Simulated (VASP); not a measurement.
# ZrC (Fm-3m) in VASP: notebook

Runs on ZrC. Level: PBEsol. Tasks: single point.

All numbers are computed with VASP 6.6.1; they aren't measurements. Logs are shortened: lines on timing, memory, paths and dates and some standing lists are left out, and cuts for length are marked.

### Step 1. The cell of the first run

The structure is cubic, space group Fm-3m (No. 225). The conventional cell has a = 4.700 Å, b = 4.700 Å, c = 4.700 Å, α = 90.00°, β = 90.00°, γ = 90.00°. Zr (site symmetry m-3m) has 6 C at 2.35 Å within 3.1 Å. Within 3.1 Å of C (site symmetry m-3m) lie 6 Zr at 2.35 Å.

### Step 2. Single point, PBEsol

Input file INCAR:

```
  PREC = Accurate
  ENCUT = 520
  EDIFF = 1E-6
  ISMEAR = -1
  SIGMA = 0.05
  LREAL = False
  LASPH = True
  NELM = 80
  ALGO = Normal
  ISIF = 2
  LWAVE = False
  LCHARG = False
  GGA = PS
  NBANDS = 15
```

Input file KPOINTS:

```
Automatic mesh
0
Gamma
  15 15 15
```

Input file POSCAR:

```
ZrC
1.0
    0.0000000000      2.3502100000      2.3502100000
    2.3502100000      0.0000000000      2.3502100000
    2.3502100000      2.3502100000      0.0000000000
Zr C
1 1
Direct
    0.5000000000      0.5000000000      0.5000000000
    0.0000000000      0.0000000000      0.0000000000
```

Potentials or basis: VASP PAW PBE potentials, release 64 (Zr_sv, C).

Run with:

```sh
cat potpaw_PBE.64/Zr_sv/POTCAR potpaw_PBE.64/C/POTCAR > POTCAR
mpirun -np 1 vasp_std > vasp.out
```

OUTCAR:

```text
PREC = Accurate
   ENCUT = 520
   EDIFF = 1E-6
   ISMEAR = -1
   LREAL = False
   LASPH = True
   NELM = 80
   ISIF = 2
   GGA = PS

 ion  position               nearest neighbor table
   1  0.500  0.500  0.500-   2 2.35   2 2.35   2 2.35   2 2.35   2 2.35   2 2.35
   2  0.000  0.000  0.000-   1 2.35   1 2.35   1 2.35   1 2.35   1 2.35   1 2.35

  LATTYP: Found a face centered cubic cell.
 ALAT       =     4.7004200000

  Lattice vectors:

 A1 = (   0.0000000000,   2.3502100000,   2.3502100000)
 A2 = (   2.3502100000,   0.0000000000,   2.3502100000)
 A3 = (   2.3502100000,   2.3502100000,   0.0000000000)

Analysis of symmetry for initial positions (statically):
=====================================================================
 Subroutine PRICEL returns:
 Original cell was already a primitive cell.

 Routine SETGRP: Setting up the symmetry group for a
 face centered cubic supercell.

 Subroutine GETGRP returns: Found 48 space group operations
 (whereof 48 operations were pure point group operations)
 out of a pool of 48 trial point group operations.

The static configuration has the point symmetry O_h .

Analysis of symmetry for dynamics (positions and initial velocities):
=====================================================================
 Subroutine PRICEL returns:
 Original cell was already a primitive cell.

 Routine SETGRP: Setting up the symmetry group for a
 face centered cubic supercell.

 Subroutine GETGRP returns: Found 48 space group operations
 (whereof 48 operations were pure point group operations)
 out of a pool of 48 trial point group operations.

The dynamic configuration has the point symmetry O_h .

 Subroutine INISYM returns: Found 48 space group operations
 (whereof 48 operations are pure point group operations),
 and found     1 'primitive' translations

----------------------------------------------------------------------------------------

                                     Primitive cell

  volume of cell :      25.9627

  direct lattice vectors                    reciprocal lattice vectors
     0.000000000  2.350210000  2.350210000    -0.212746946  0.212746946  0.212746946
     2.350210000  0.000000000  2.350210000     0.212746946 -0.212746946  0.212746946
     2.350210000  2.350210000  0.000000000     0.212746946  0.212746946 -0.212746946

  length of vectors
     3.323698856  3.323698856  3.323698856     0.368488520  0.368488520  0.368488520

  position of ions in fractional coordinates (direct lattice)
     0.500000000  0.500000000  0.500000000
     0.000000000  0.000000000  0.000000000

  ion indices of the primitive-cell ions
   primitive index   ion index
                 1           1
                 2           2

----------------------------------------------------------------------------------------

 KPOINTS: Automatic mesh

Automatic generation of k-mesh.
 Grid dimensions read from file:
 generate k-points for:   15   15   15

 Generating k-lattice:

  Cartesian coordinates                     Fractional coordinates (reciprocal lattice)
    -0.014183130  0.014183130  0.014183130     0.066666667  0.000000000  0.000000000
     0.014183130 -0.014183130  0.014183130     0.000000000  0.066666667  0.000000000
     0.014183130  0.014183130 -0.014183130     0.000000000  0.000000000  0.066666667

  Length of vectors
     0.024565901  0.024565901  0.024565901

  Shift w.r.t. Gamma in fractional coordinates (k-lattice)
     0.000000000  0.000000000  0.000000000

 Subroutine IBZKPT returns following result:
 ===========================================

 Found    120 irreducible k-points:

 Following reciprocal coordinates:
            Coordinates               Weight
  0.000000  0.000000  0.000000      1.000000
  0.066667  0.000000  0.000000      8.000000
  0.133333  0.000000  0.000000      8.000000
  0.200000  0.000000  0.000000      8.000000
  0.266667  0.000000  0.000000      8.000000
  0.333333  0.000000  0.000000      8.000000
[... 16 lines left out ...]
  0.133333  0.133333  0.000000      6.000000
  0.200000  0.133333  0.000000     24.000000
 [... further k-points ...]
   k-points           NKPTS =    120   k-points in BZ     NKDIM =    120   number of bands    NBANDS=     15
   number of dos      NEDOS =    301   number of ions     NIONS =      2
   total plane-waves  NPLWV =  21952
   dimension x,y,z NGX =    28 NGY =   28 NGZ =   28
   dimension x,y,z NGXF=    56 NGYF=   56 NGZF=   56
   ions per type =               1   1
   NGX,Y,Z   is equivalent  to a cutoff of  14.01, 14.01, 14.01 a.u.
   NGXF,Y,Z  is equivalent  to a cutoff of  28.01, 28.01, 28.01 a.u.
 SYSTEM =  unknown system
   PREC   = accura    normal or accurate (medium, high low for compatibility)
   ISTART =      0    job   : 0-new  1-cont  2-samecut
   ICHARG =      2    charge: 1-file 2-atom 10-const
   ISPIN  =      1    spin polarized calculation?
   LNONCOLLINEAR =      F non collinear calculations
   LSORBIT =      F    spin-orbit coupling
   LASPH  =      T    aspherical Exc in radial PAW
   ENCUT  =  520.0 eV  38.22 Ry    6.18 a.u.   6.18  6.18  6.18*2*pi/ulx,y,z
   NELM   =     80;   NELMIN=  2; NELMDL= -5     # of ELM steps
   EDIFF  = 0.1E-05   stopping-criterion for ELM
   LREAL  =      F    real-space projection
   EDIFFG = 0.1E-04   stopping-criterion for IOM
   NSW    =      0    number of steps for IOM
   IBRION =     -1    ionic relax: 0-MD 1-quasi-New 2-CG
   NFREE  =      0    steps in history (QN), initial steepest desc. (CG)
   ISIF   =      2    stress and relaxation
   ISYM   =      2    0-nonsym 1-usesym 2-fastsym
   POTIM  = 0.5000    time-step for ionic-motion
   TEBEG  =    0.0;   TEEND  =   0.0 temperature during run
   PSTRESS=    0.0 pullay stress
   NELECT =      16.0000    total number of electrons
   NUPDOWN=      -1.0000    fix difference up-down
   EMIN   =  10.00;   EMAX   =-10.00  energy-range for DOS
   EFERMI =   0.00;   METHOD = LEGACY
   ISMEAR =    -1;   SIGMA  =   0.05  broadening in eV -4-tet -1-fermi 0-gaus
   EFERMI_NEDOS =   21; number of points for ismear=-14 and -15
   IALGO  =     38    algorithm
   IMIX   =      4    mixing-type and parameters
     AMIX     =   0.40;   BMIX     =  1.00
     AMIX_MAG =   1.60;   BMIX_MAG =  1.00
  volume/ion in A,a.u.               =      12.98        87.60
  Fermi-wavevector in a.u.,A,eV,Ry     =   1.393151  2.632673 26.407131  1.940869
  Thomas-Fermi vector in A             =   2.516825
   LORBIT       =      0    0 simple, 1 ext, 2 COOP (PROOUT), +10 PAW based schemes
   GGA     = PS    functional components
   LHFCALC =     F    Hartree Fock is set to
   AEXX    =    0.0000 exact exchange contribution
   IVDW    =     0    specifies the selected vdW correction
   LEPSILON=     F    determine dielectric tensor
   LRPA    =     F    only Hartree local field effects (RPA)
 non-spin polarized calculation
  energy-cutoff  :      520.00
  volume of cell :       25.96
 maximum number of plane-waves:       725
 NGX is ok and might be reduce to    28
   NGX = 13   NGY = 13   NGZ = 13

 number of electron      16.0000000 magnetization

 Free energy of the ion-electron system (eV)
  ---------------------------------------------------
  ext. energy  EPLUGINS =         0.00000000
  ---------------------------------------------------
  free energy    TOTEN  =       -20.56814600 eV

  energy without entropy =      -20.56559846  energy(sigma->0) =      -20.56687223

 E-fermi :   9.4793     XC(G=0): -12.2799

 val. band max:        9.4639612435   @ k =   0.3333   0.2667   0.0000
 cond. band min:       9.4968870631   @ k =   0.4000   0.3333   0.0000
 fundamental gap:      0.0329258196
 Fermi energy:         9.4792574731

 k-point     1 :       0.0000    0.0000    0.0000
  band No.  band energies     occupation
      1     -38.4811      2.00000
      2     -16.2222      2.00000
      3     -16.2222      2.00000
      4     -16.2222      2.00000
      5      -1.7891      2.00000
      6      10.4440      0.00000
      7      10.4440      0.00000
      8      10.4440      0.00000
      9      10.5497      0.00000
     10      10.5497      0.00000
     11      10.5497      0.00000
     12      12.2983      0.00000
     13      12.2983      0.00000
     14      16.7850      0.00000
     15      19.8747      0.00000

 k-point     2 :       0.0667    0.0000    0.0000
  band No.  band energies     occupation
      1     -38.4767      2.00000
      2     -16.2628      2.00000
      3     -16.2257      2.00000
      4     -16.2257      2.00000
      5      -1.6865      2.00000
      6       9.6165      0.12078
      7       9.8364      0.00158
      8       9.8364      0.00158
      9      10.7880      0.00000
     10      10.7880      0.00000
     11      11.1441      0.00000
     12      12.8786      0.00000
     13      12.8786      0.00000
     14      17.0055      0.00000
     15      20.1558      0.00000

 k-point     3 :       0.1333    0.0000    0.0000
  band No.  band energies     occupation
      1     -38.4642      2.00000
      2     -16.3758      2.00000
      3     -16.2357      2.00000
      4     -16.2357      2.00000
      5      -1.3908      2.00000
      6       8.5904      2.00000
      7       9.0010      1.99986
      8       9.0010      1.99986
      9      11.1079      0.00000
     10      11.1079      0.00000
     11      11.5828      0.00000
     12      14.0146      0.00000
     13      14.0146      0.00000
     14      17.5660      0.00000
     15      20.9200      0.00000

 k-point     4 :       0.2000    0.0000    0.0000
  band No.  band energies     occupation
      1     -38.4457      2.00000
      2     -16.5381      2.00000
      3     -16.2503      2.00000
      4     -16.2503      2.00000
      5      -0.9346      2.00000
      6       7.5210      2.00000
      7       8.2262      2.00000
      8       8.2262      2.00000
      9      11.5844      0.00000
     10      11.5844      0.00000
     11      11.9483      0.00000
     12      15.3019      0.00000
     13      15.3019      0.00000
     14      18.2161      0.00000
     15      21.9127      0.00000
[... 307 lines left out ...]
 k-point    22 :      -0.0667    0.0667    0.0000
  band No.  band energies     occupation
      1     -38.4696      2.00000
      2     -16.3182      2.00000
      3     -16.2478      2.00000
      4     -16.2242      2.00000
      5      -1.5216      2.00000
      6       8.9900      1.99989
      7       9.2211      1.98861
      8       9.3724      1.78885
      9      10.7132      0.00000
     10      11.3856      0.00000
     11      11.4834      0.00000
     12      12.9908      0.00000
     13      13.9375      0.00000
     14      17.3578      0.00000
     15      20.5974      0.00000

 k-point    23 :       0.1333    0.1333    0.0000
  band No.  band energies     occupation
      1     -38.4586      2.00000
      2     -16.3648      2.00000
      3     -16.2705      2.00000
      4     -16.2705      2.00000
      5      -1.2917      2.00000
      6       7.8282      2.00000
      7       9.3860      1.73202
      8       9.3860      1.73202
      9       9.8782      0.00069
     10      12.3686      0.00000
     11      12.3686      0.00000
     12      12.5316      0.00000
     13      14.6666      0.00000
     14      18.1329      0.00000
     15      21.2659      0.00000

 k-point    24 :       0.2000    0.1333    0.0000
  band No.  band energies     occupation
      1     -38.4448      2.00000
      2     -16.4690      2.00000
      3     -16.2939      2.00000
      4     -16.2846      2.00000
      5      -0.9981      2.00000
      6       7.1492      2.00000
      7       8.7819      2.00000
      8       9.0433      1.99967
      9      10.0312      0.00003
     10      12.4249      0.00000
     11      12.8314      0.00000
     12      13.4664      0.00000
     13      15.3765      0.00000
     14      18.8700      0.00000
     15      22.0556      0.00000

 [... further k-points ...]

------------------------ aborting loop because EDIFF is reached ----------------------------------------

  FORCE on cell =-STRESS in cart. coord.  units (eV):
  Direction    XX          YY          ZZ          XY          YZ          ZX
  --------------------------------------------------------------------------------------
  -------------------------------------------------------------------------------------
  Total       -0.6848215     -0.6848215     -0.6848215      0.0000000      0.0000000     -0.0000000
  in kB      -42.2608270    -42.2608270    -42.2608270      0.0000000      0.0000000     -0.0000000
  external PRESSURE =     -42.2608270 kB  Pullay stress =       0.0000000 kB

 VOLUME and BASIS-vectors are now :
 -----------------------------------------------------------------------------
  energy-cutoff  :      520.00
  volume of cell :       25.96
      direct lattice vectors                 reciprocal lattice vectors
     0.000000000  2.350210000  2.350210000    -0.212746946  0.212746946  0.212746946
     2.350210000  0.000000000  2.350210000     0.212746946 -0.212746946  0.212746946
     2.350210000  2.350210000  0.000000000     0.212746946  0.212746946 -0.212746946

 POSITION                                       TOTAL-FORCE (eV/Angst)
 -----------------------------------------------------------------------------------
      2.35021      2.35021      2.35021         0.000000     -0.000000      0.000000
      0.00000      0.00000      0.00000        -0.000000      0.000000     -0.000000
 -----------------------------------------------------------------------------------
    total drift:                                0.000000      0.000000      0.000000

  FREE ENERGIE OF THE ION-ELECTRON SYSTEM (eV)
  ---------------------------------------------------
  free  energy   TOTEN  =       -20.5681460033 eV

  energy  without entropy=      -20.5655984594  energy(sigma->0) =      -20.56687223
```

Run time: 48 s. Hardware: 1 thread of Intel Xeon Platinum 8375C at 2.90GHz (Ice Lake), shared host; peak memory 0.19 GiB.

What came out:

| Quantity | Value |
| --- | --- |
| Free energy | -20.5681 eV |
| Pressure | -4.2 GPa |
| Band gap on the k mesh | zero (band 8 reaches 10.44 eV, above the bottom of band 9 at 9.13 eV) |

Levels at points of the mesh, in eV from the Fermi level:
```csv
k point,band 4,band 5,band 6,band 7,band 8,band 9,band 10,band 11,band 12,band 13
"(0.00, 0.00, 0.00)",-25.70,-11.27,0.96,0.96,0.96,1.07,1.07,1.07,2.82,2.82
```

Caveat: the PAW data sets were made with another functional, which shifts forces and pressure a little.

### Step 3. Single point, PBEsol (volume scaled by 1.01)

Input file INCAR:

```
SYSTEM = ZrC
ALGO = Normal ; EDIFF = 1E-6
ENCUT = 520 ; GGA = PS
ISIF = 2 ; ISMEAR = -1
LASPH = .True. ; LCHARG = .False.
LREAL = .False. ; LWAVE = .False.
NBANDS = 15 ; NELM = 100
PREC = Accurate ; SIGMA = 0.05
```

Input file KPOINTS:

```
k-points
0
Gamma
  15 15 15
  0 0 0
```

Input file POSCAR:

```
ZrC
1.0
    0.0000000000      2.3580180640      2.3580180640
    2.3580180640      0.0000000000      2.3580180640
    2.3580180640      2.3580180640      0.0000000000
Zr C
1 1
Direct
    0.5000000000      0.5000000000      0.5000000000
    0.0000000000      0.0000000000      0.0000000000
```

Potentials or basis: VASP PAW PBE potentials, release 64 (Zr_sv, C).

Run with:

```sh
cat potpaw_PBE.64/Zr_sv/POTCAR potpaw_PBE.64/C/POTCAR > POTCAR
mpirun -np 1 vasp_std > vasp.out
```

It took 48 s on 1 thread of Intel Xeon Platinum 8375C at 2.90GHz (Ice Lake), shared host; peak memory 0.19 GiB.

It converged, with:

- Free energy: -20.5597 eV
- Pressure: -6.4 GPa
- Band gap on the k mesh: zero (band 8 reaches 10.33 eV, above the bottom of band 9 at 9.01 eV)

Levels at points of the mesh, in eV from the Fermi level:
| k point | band 6 | band 7 | band 8 | band 9 | band 10 | band 11 |
| --- | --- | --- | --- | --- | --- | --- |
| (0.00, 0.00, 0.00) | 0.96 | 0.96 | 0.96 | 1.07 | 1.07 | 1.07 |

Caveat: the PAW data sets were made with another functional, which shifts forces and pressure a little.
